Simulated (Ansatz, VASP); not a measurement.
## Si in VASP and in Ansatz

```
CELL_PARAMETERS angstrom
0.00000 2.79348 2.79348
2.79348 0.00000 2.79348
2.79348 2.79348 0.00000
ATOMIC_POSITIONS crystal
Si 0.50000 0.50000 0.50000
Si 0.75000 0.75000 0.75000
```

Alike in both runs: task single point; functional r2SCAN; k mesh 9 × 9 × 9; occupations fermi-dirac, width 0.05 eV; no spin polarisation.

|  | VASP | Ansatz |
| --- | --- | --- |
| version | VASP 6.6.1 | Ansatz 0.2.0 |
| potentials or method | VASP PAW PBE potentials, release 64 (Si), cutoff 520 eV | plane waves (500 eV) with PAW, scalar-relativistic |
| valence electrons in the cell | 8 | 8 |

|  | VASP | Ansatz | Ansatz less VASP |
| --- | --- | --- | --- |
| pressure (GPa) | -6.6 | -6.4 | +0.20 |

VASP's potentials were made for PBE, not for r2SCAN.
